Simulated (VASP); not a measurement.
# SnO2 (P4_2/mnm) in VASP: further runs

The runs below take SnO2 through single point, with PBEsol.

Everything below comes from runs of VASP 6.6.1. Logs are shortened: lines on timing, memory, paths and dates and some standing lists are left out, and cuts for length are marked.

## 1. The cell of the first run

Symmetry: P4_2/mnm, No. 136, tetragonal system. The conventional cell has a = 4.751 Å, b = 4.751 Å, c = 3.261 Å, α = 90.00°, β = 90.00°, γ = 90.00°. Within 2.7 Å of Sn (site symmetry mmm) lie 6 O at 2.06 to 2.09 Å. O (site symmetry m2m) has 3 Sn at 2.06 to 2.09 Å and 1 O at 2.60 Å within 2.7 Å.

## 2. Single point, PBEsol (uniaxial strain along c: +1.5 %)

The input, INCAR:

```
SYSTEM = SnO2
ALGO = Normal
EDIFF = 1E-6
ENCUT = 520
GGA = PS
ISIF = 2
ISMEAR = 0
LASPH = .TRUE.
LCHARG = .TRUE.
LELF = .TRUE.
LREAL = .FALSE.
LVHAR = .TRUE.
LWAVE = .FALSE.
NBANDS = 35
NELM = 60
PREC = Accurate
SIGMA = 0.02
```

The input, KPOINTS:

```
k-points
0
G
  6 6 8
  0 0 0
```

The input, POSCAR:

```
SnO2
1.0
    4.7505584579      0.0000000000      0.0000000000
    0.0000000000      4.7505584579      0.0000000000
    0.0000000000      0.0000000000      3.2605817797
Sn O
2 4
Direct
    0.5000000000      0.5000000000      0.5000000000
    0.0000000000      0.0000000000      0.0000000000
    0.1937455548      0.8062544452      0.5000000000
    0.8062544452      0.1937455548      0.5000000000
    0.3062544452      0.3062544452      0.0000000000
    0.6937455548      0.6937455548      0.0000000000
```

Potentials or basis: VASP PAW PBE potentials, release 64 (Sn_d, O).

Command:

```
cat potpaw_PBE.64/Sn_d/POTCAR potpaw_PBE.64/O/POTCAR > POTCAR
mpirun -np 1 vasp_std > vasp.out
```

OUTCAR:

```text
SYSTEM = SnO2
   EDIFF = 1E-6
   ENCUT = 520
   GGA = PS
   ISIF = 2
   ISMEAR = 0
   LASPH = .TRUE.
   LREAL = .FALSE.
   NELM = 60
   PREC = Accurate

 ion  position               nearest neighbor table
   1  0.500  0.500  0.500-   3 2.06   4 2.06   5 2.09   6 2.09   5 2.09   6 2.09   2 3.73   2 3.73
                             2 3.73   2 3.73   2 3.73   2 3.73   2 3.73   2 3.73
   2  0.000  0.000  0.000-   5 2.06   6 2.06   3 2.09   4 2.09   3 2.09   4 2.09   1 3.73   1 3.73
                             1 3.73   1 3.73   1 3.73   1 3.73   1 3.73   1 3.73
   3  0.194  0.806  0.500-   1 2.06   2 2.09   2 2.09
   4  0.806  0.194  0.500-   1 2.06   2 2.09   2 2.09
   5  0.306  0.306  0.000-   2 2.06   1 2.09   1 2.09
   6  0.694  0.694  0.000-   2 2.06   1 2.09   1 2.09

  LATTYP: Found a simple tetragonal cell.
 ALAT       =     4.7505584579
 C/A-ratio  =     0.6863575743

  Lattice vectors:

 A1 = (   4.7505584579,   0.0000000000,   0.0000000000)
 A2 = (   0.0000000000,   4.7505584579,   0.0000000000)
 A3 = (   0.0000000000,   0.0000000000,   3.2605817797)

Analysis of symmetry for initial positions (statically):
=====================================================================
 Subroutine PRICEL returns:
 Original cell was already a primitive cell.

 Routine SETGRP: Setting up the symmetry group for a
 simple tetragonal supercell.

 Subroutine GETGRP returns: Found 16 space group operations
 (whereof  8 operations were pure point group operations)
 out of a pool of 16 trial point group operations.

The static configuration has the point symmetry D_2h.
 The point group associated with its full space group is D_4h.

Analysis of symmetry for dynamics (positions and initial velocities):
=====================================================================
 Subroutine PRICEL returns:
 Original cell was already a primitive cell.

 Routine SETGRP: Setting up the symmetry group for a
 simple tetragonal supercell.

 Subroutine GETGRP returns: Found 16 space group operations
 (whereof  8 operations were pure point group operations)
 out of a pool of 16 trial point group operations.

The dynamic configuration has the point symmetry D_2h.
 The point group associated with its full space group is D_4h.

 Subroutine INISYM returns: Found 16 space group operations
 (whereof  8 operations are pure point group operations),
 and found     1 'primitive' translations

----------------------------------------------------------------------------------------

                                     Primitive cell

  volume of cell :      73.5842

  direct lattice vectors                    reciprocal lattice vectors
     4.750558458  0.000000000  0.000000000     0.210501567  0.000000000  0.000000000
     0.000000000  4.750558458  0.000000000     0.000000000  0.210501567  0.000000000
     0.000000000  0.000000000  3.260581780     0.000000000  0.000000000  0.306693734

  length of vectors
     4.750558458  4.750558458  3.260581780     0.210501567  0.210501567  0.306693734

  position of ions in fractional coordinates (direct lattice)
     0.500000000  0.500000000  0.500000000
     0.000000000  0.000000000  0.000000000
     0.193745555  0.806254445  0.500000000
     0.806254445  0.193745555  0.500000000
     0.306254445  0.306254445  0.000000000
     0.693745555  0.693745555  0.000000000

  ion indices of the primitive-cell ions
   primitive index   ion index
                 1           1
                 2           2
                 3           3
                 4           4
                 5           5
                 6           6

----------------------------------------------------------------------------------------

 KPOINTS: k-points

Automatic generation of k-mesh.
 Grid dimensions read from file:
 generate k-points for:    6    6    8

 Generating k-lattice:

  Cartesian coordinates                     Fractional coordinates (reciprocal lattice)
     0.035083595  0.000000000  0.000000000     0.166666667  0.000000000  0.000000000
     0.000000000  0.035083595  0.000000000     0.000000000  0.166666667  0.000000000
     0.000000000  0.000000000  0.038336717     0.000000000  0.000000000  0.125000000

  Length of vectors
     0.035083595  0.035083595  0.038336717

  Shift w.r.t. Gamma in fractional coordinates (k-lattice)
     0.000000000  0.000000000  0.000000000

 Subroutine IBZKPT returns following result:
 ===========================================

 Found     50 irreducible k-points:

 Following reciprocal coordinates:
            Coordinates               Weight
  0.000000  0.000000  0.000000      1.000000
  0.166667  0.000000  0.000000      4.000000
  0.333333  0.000000  0.000000      4.000000
  0.500000  0.000000  0.000000      2.000000
  0.166667  0.166667  0.000000      4.000000
  0.333333  0.166667  0.000000      8.000000
[... 16 lines left out ...]
  0.333333  0.000000  0.250000      8.000000
  0.500000  0.000000  0.250000      4.000000
 [... further k-points ...]
   k-points           NKPTS =     50   k-points in BZ     NKDIM =     50   number of bands    NBANDS=     35
   number of dos      NEDOS =    301   number of ions     NIONS =      6
   total plane-waves  NPLWV =  31104
   dimension x,y,z NGX =    36 NGY =   36 NGZ =   24
   dimension x,y,z NGXF=    72 NGYF=   72 NGZF=   48
   ions per type =               2   4
   NGX,Y,Z   is equivalent  to a cutoff of  12.60, 12.60, 12.24 a.u.
   NGXF,Y,Z  is equivalent  to a cutoff of  25.20, 25.20, 24.47 a.u.
 SYSTEM =  SnO2
   PREC   = accura    normal or accurate (medium, high low for compatibility)
   ISTART =      0    job   : 0-new  1-cont  2-samecut
   ICHARG =      2    charge: 1-file 2-atom 10-const
   ISPIN  =      1    spin polarized calculation?
   LNONCOLLINEAR =      F non collinear calculations
   LSORBIT =      F    spin-orbit coupling
   LASPH  =      T    aspherical Exc in radial PAW
   ENCUT  =  520.0 eV  38.22 Ry    6.18 a.u.   8.83  8.83  6.06*2*pi/ulx,y,z
   NELM   =     60;   NELMIN=  2; NELMDL= -5     # of ELM steps
   EDIFF  = 0.1E-05   stopping-criterion for ELM
   LREAL  =      F    real-space projection
   EDIFFG = 0.1E-04   stopping-criterion for IOM
   NSW    =      0    number of steps for IOM
   IBRION =     -1    ionic relax: 0-MD 1-quasi-New 2-CG
   NFREE  =      0    steps in history (QN), initial steepest desc. (CG)
   ISIF   =      2    stress and relaxation
   ISYM   =      2    0-nonsym 1-usesym 2-fastsym
   POTIM  = 0.5000    time-step for ionic-motion
   TEBEG  =    0.0;   TEEND  =   0.0 temperature during run
   PSTRESS=    0.0 pullay stress
   NELECT =      52.0000    total number of electrons
   NUPDOWN=      -1.0000    fix difference up-down
   EMIN   =  10.00;   EMAX   =-10.00  energy-range for DOS
   EFERMI =   0.00;   METHOD = LEGACY
   ISMEAR =     0;   SIGMA  =   0.02  broadening in eV -4-tet -1-fermi 0-gaus
   EFERMI_NEDOS =   21; number of points for ismear=-14 and -15
   IALGO  =     38    algorithm
   IMIX   =      4    mixing-type and parameters
     AMIX     =   0.40;   BMIX     =  1.00
     AMIX_MAG =   1.60;   BMIX_MAG =  1.00
  volume/ion in A,a.u.               =      12.26        82.76
  Fermi-wavevector in a.u.,A,eV,Ry     =   1.458191  2.755582 28.930361  2.126322
  Thomas-Fermi vector in A             =   2.574905
   LORBIT       =      0    0 simple, 1 ext, 2 COOP (PROOUT), +10 PAW based schemes
   GGA     = PS    functional components
   LHFCALC =     F    Hartree Fock is set to
   AEXX    =    0.0000 exact exchange contribution
   IVDW    =     0    specifies the selected vdW correction
   LEPSILON=     F    determine dielectric tensor
   LRPA    =     F    only Hartree local field effects (RPA)
 non-spin polarized calculation
 Gauss-broadening in eV      SIGMA  =   0.02
  energy-cutoff  :      520.00
  volume of cell :       73.58
 maximum number of plane-waves:      2016
 NGX is ok and might be reduce to    36
   NGX = 17   NGY = 17   NGZ = 13

 number of electron      51.9999995 magnetization

 Free energy of the ion-electron system (eV)
  ---------------------------------------------------
  ext. energy  EPLUGINS =         0.00000000
  ---------------------------------------------------
  free energy    TOTEN  =       -39.65833490 eV

  energy without entropy =      -39.65833490  energy(sigma->0) =      -39.65833490

 E-fermi :   5.8896     XC(G=0): -11.3966

 val. band max:        5.6980044399   @ k =   0.0000   0.0000   0.0000
 cond. band min:       6.4669453595   @ k =   0.0000   0.0000   0.0000
 fundamental gap:      0.7689409196
 Fermi energy:         5.8895945733

 k-point     1 :       0.0000    0.0000    0.0000
  band No.  band energies     occupation
      1     -15.2833      2.00000
      2     -14.5198      2.00000
      3     -14.3326      2.00000
      4     -14.3068      2.00000
      5     -14.3068      2.00000
      6     -14.2675      2.00000
[... 27 lines left out ...]
     34      17.5111      0.00000
     35      18.0100      0.00000

 k-point     2 :       0.1667    0.0000    0.0000
  band No.  band energies     occupation
      1     -15.2419      2.00000
      2     -14.5676      2.00000
      3     -14.3328      2.00000
      4     -14.3050      2.00000
      5     -14.3049      2.00000
      6     -14.2979      2.00000
[... 27 lines left out ...]
     34      17.5457      0.00000
     35      17.9682      0.00000

 k-point     3 :       0.3333    0.0000    0.0000
  band No.  band energies     occupation
      1     -15.1215      2.00000
      2     -14.7269      2.00000
      3     -14.3333      2.00000
      4     -14.3276      2.00000
      5     -14.3012      2.00000
      6     -14.3010      2.00000
[... 27 lines left out ...]
     34      17.7221      0.00000
     35      17.9317      0.00000

 k-point     4 :       0.5000    0.0000    0.0000
  band No.  band energies     occupation
      1     -14.9373      2.00000
      2     -14.9373      2.00000
      3     -14.3335      2.00000
      4     -14.3335      2.00000
      5     -14.2991      2.00000
      6     -14.2991      2.00000
[... 27 lines left out ...]
     34      17.8087      0.00000
     35      17.8859      0.00000

 k-point     5 :       0.1667    0.1667    0.0000
  band No.  band energies     occupation
      1     -15.2099      2.00000
      2     -14.6243      2.00000
      3     -14.3338      2.00000
      4     -14.3085      2.00000
      5     -14.3075      2.00000
      6     -14.3008      2.00000
[... 638 lines left out ...]
 k-point    22 :       0.1667    0.0000    0.2500
  band No.  band energies     occupation
      1     -15.0461      2.00000
      2     -14.7616      2.00000
      3     -14.6511      2.00000
      4     -14.3442      2.00000
      5     -14.2405      2.00000
      6     -14.2388      2.00000
[... 27 lines left out ...]
     34      17.4169      0.00000
     35      17.7972      0.00000

 k-point    23 :       0.3333    0.0000    0.2500
  band No.  band energies     occupation
      1     -15.0284      2.00000
      2     -14.8806      2.00000
      3     -14.5544      2.00000
      4     -14.3572      2.00000
      5     -14.2349      2.00000
      6     -14.2320      2.00000
[... 27 lines left out ...]
     34      17.6035      0.00000
     35      17.8749      0.00000

 k-point    24 :       0.5000    0.0000    0.2500
  band No.  band energies     occupation
      1     -14.9749      2.00000
      2     -14.9749      2.00000
      3     -14.4414      2.00000
      4     -14.4414      2.00000
      5     -14.2307      2.00000
      6     -14.2307      2.00000
[... 27 lines left out ...]
     34      17.8108      0.00000
     35      17.8825      0.00000

 [... further k-points ...]

------------------------ aborting loop because EDIFF is reached ----------------------------------------

  FORCE on cell =-STRESS in cart. coord.  units (eV):
  Direction    XX          YY          ZZ          XY          YZ          ZX
  --------------------------------------------------------------------------------------
  -------------------------------------------------------------------------------------
  Total       -0.0811224     -0.0811224     -1.9203066      0.0000000      0.0000000      0.0000000
  in kB       -1.7663103     -1.7663103    -41.8115949      0.0000000      0.0000000      0.0000000
  external PRESSURE =     -15.1147385 kB  Pullay stress =       0.0000000 kB

 VOLUME and BASIS-vectors are now :
 -----------------------------------------------------------------------------
  energy-cutoff  :      520.00
  volume of cell :       73.58
      direct lattice vectors                 reciprocal lattice vectors
     4.750558458  0.000000000  0.000000000     0.210501567  0.000000000  0.000000000
     0.000000000  4.750558458  0.000000000     0.000000000  0.210501567  0.000000000
     0.000000000  0.000000000  3.260581780     0.000000000  0.000000000  0.306693734

 POSITION                                       TOTAL-FORCE (eV/Angst)
 -----------------------------------------------------------------------------------
      2.37528      2.37528      1.63029         0.000000      0.000000      0.000000
      0.00000      0.00000      0.00000         0.000000      0.000000      0.000000
      0.92040      3.83016      1.63029        -0.048585      0.048585      0.000000
      3.83016      0.92040      1.63029         0.048585     -0.048585      0.000000
      1.45488      1.45488      0.00000         0.048585      0.048585      0.000000
      3.29568      3.29568      0.00000        -0.048585     -0.048585      0.000000
 -----------------------------------------------------------------------------------
    total drift:                                0.000000      0.000000      0.000000

  FREE ENERGIE OF THE ION-ELECTRON SYSTEM (eV)
  ---------------------------------------------------
  free  energy   TOTEN  =       -39.6583348951 eV

  energy  without entropy=      -39.6583348951  energy(sigma->0) =      -39.65833490
```

Run time: 90 s. Hardware: 1 thread of Intel Xeon 6975P-C (Granite Rapids), shared host; peak memory 0.23 GiB.

What came out:

```
Free energy            : -39.6583 eV
Pressure               : -1.5 GPa
Largest force          : 0.069 eV/Å
Band gap on the k mesh : 0.77 eV
```

Forces on the atoms (eV/Å):
```
Sn   0.000  0.000  0.000
Sn   0.000  0.000  0.000
O   -0.049  0.049  0.000
O    0.049 -0.049  0.000
O    0.049  0.049  0.000
O   -0.049 -0.049  0.000
```

Caveat: the cell differs from its parent crystal (uniaxial strain along c: +1.5 %); semilocal functionals underestimate gaps, and a narrow one can read as zero; the PAW data sets were made with another functional, which shifts forces and pressure a little; spin-orbit coupling is left out, which moves the levels of the heavy elements.

## 3. Single point, PBEsol (uniaxial strain along c: +3.0 %, then relaxed in part)

The input, INCAR:

```
PREC = Accurate
ENCUT = 520
EDIFF = 1E-6
ISMEAR = 0
SIGMA = 0.02
LREAL = F
LASPH = T
NELM = 60
ALGO = Normal
ISIF = 2
LWAVE = F
LCHARG = T
GGA = PS
LELF = T
LVHAR = T
NBANDS = 35
```

The input, KPOINTS:

```
regular mesh
0
Gamma
  6 6 8
```

The input, POSCAR:

```
SnO2
1.0
    4.7175841909      0.0000000000      0.0000000000
    0.0000000000      4.7175841909      0.0000000000
    0.0000000000      0.0000000000      3.3087677173
Sn O
2 4
Direct
    0.5000000000      0.5000000000      0.5000000000
    0.0000000000      0.0000000000      0.0000000000
    0.1927864422      0.8072135578      0.5000000000
    0.8072135578      0.1927864422      0.5000000000
    0.3072135578      0.3072135578      0.0000000000
    0.6927864422      0.6927864422      0.0000000000
```

Potentials or basis: VASP PAW PBE potentials, release 64 (Sn_d, O).

Command:

```
cat potpaw_PBE.64/Sn_d/POTCAR potpaw_PBE.64/O/POTCAR > POTCAR
mpirun -np 1 vasp_std > vasp.out
```

Run time: 2 min. Hardware: 1 thread of Intel Xeon 6975P-C (Granite Rapids), shared host; peak memory 0.24 GiB.

Results (log left out):

| Property | Result |
| --- | --- |
| Free energy | -39.6186 eV |
| Pressure | -2.1 GPa |
| Largest force | 0.005 eV/Å |
| Band gap on the k mesh | 0.71 eV |

Forces in eV/Å, atoms in the order of the input:
```
Sn   0.000  0.000  0.000
Sn   0.000  0.000  0.000
O    0.004 -0.004  0.000
O   -0.004  0.004  0.000
O   -0.004 -0.004  0.000
O    0.004  0.004  0.000
```

Stress tensor (GPa, compression positive):
```
 0.54  0.00  0.00
 0.00  0.54  0.00
 0.00  0.00 -7.46
```

Levels at points of the mesh, in eV from the valence-band top:
```csv
k point,band 22,band 23,band 24,band 25,band 26,band 27,band 28,band 29,band 30,band 31
"(0.00, 0.00, 0.00)",-1.34,-1.34,-0.71,-0.71,0.00,0.71,5.40,5.74,5.74,9.70
"(0.50, 0.00, 0.00)",-1.92,-1.28,-1.28,-0.59,-0.59,4.01,4.01,6.47,6.47,10.75
"(0.50, 0.50, 0.00)",-1.98,-1.44,-1.44,-0.79,-0.79,4.30,4.30,7.00,7.00,10.78
"(0.00, 0.00, 0.50)",-2.59,-1.63,-1.63,-1.21,-1.21,5.74,5.74,9.47,9.47,9.84
"(0.50, 0.00, 0.50)",-1.71,-1.03,-1.03,-0.64,-0.64,6.06,6.06,7.85,7.85,10.25
"(0.50, 0.50, 0.50)",-2.29,-0.91,-0.91,-0.74,-0.74,4.53,4.53,8.58,8.58,10.26
```

Caveat: the cell differs from its parent crystal (uniaxial strain along c: +3.0 %, then relaxed in part); the stress differs along the axes, from -7 to 1 GPa; semilocal functionals underestimate gaps, and a narrow one can read as zero; the PAW data sets were made with another functional, which shifts forces and pressure a little; spin-orbit coupling is left out, which moves the levels of the heavy elements.
